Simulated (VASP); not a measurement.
Write the native input for VASP 6.6.1 that does the following.

```
Task                   : single point
Functional             : LDA
Potentials or basis    : VASP PAW LDA potentials, release 64 (Al, N)
Cutoff                 : 520 eV
k mesh                 : 9 × 9 × 6
Occupations            : gaussian, width 0.05 eV
Spin                   : no spin polarisation
Dipole correction      : no
Further INCAR settings : ALGO = Normal; EDIFF = 1e-06; NBANDS = 16
```

The structure of AlN lies in POSCAR:

```
AlN
1.0
    3.0887424016      0.0000000000      0.0000000000
   -1.5443712008      2.6749293856      0.0000000000
    0.0000000000      0.0000000000      4.9437688231
Al N
2 2
Direct
    0.2926301337      0.6409463615      0.0015212672
    0.7073698663      0.3590536385      0.5015212672
    0.3696541108      0.6896177243      0.3834787328
    0.6303458892      0.3103822757      0.8834787328
```

This cell differs from its parent crystal: mode 4 frozen in at -0.086 Å and mode 5 at -0.069 Å (largest displacements).

One way to write it, as run:

INCAR

```
SYSTEM = AlN
  ALGO = Normal
  EDIFF = 1E-6
  ENCUT = 520
  GGA = CA
  ISIF = 2
  ISMEAR = 0
  LASPH = .True.
  LCHARG = .True.
  LELF = .True.
  LREAL = .False.
  LVHAR = .True.
  LWAVE = .False.
  NBANDS = 16
  NELM = 80
  PREC = Accurate
  SIGMA = 0.05
```

KPOINTS

```
k-points
0
Gamma
  9 9 6
  0 0 0
```

Potentials or basis: VASP PAW LDA potentials, release 64 (Al, N).

The run is started by

```bash
$ cat potpaw_LDA.64/Al/POTCAR potpaw_LDA.64/N/POTCAR > POTCAR
$ mpirun -np 1 vasp_std > vasp.out
```

Results of the run:

| Property | Result |
| --- | --- |
| Pressure | 0.2 GPa |
| Largest force | 0.684 eV/Å |
| Band gap on the k mesh | 4.27 eV, direct |

Caveat: the cell differs from its parent crystal (mode 4 frozen in at -0.086 Å and mode 5 at -0.069 Å (largest displacements)).

Wall time 50 s on 1 thread of Intel(R) Xeon(R) Platinum 8375C CPU @ 2.90GHz (Ice Lake) (shared host), peak memory 0.2 GiB.
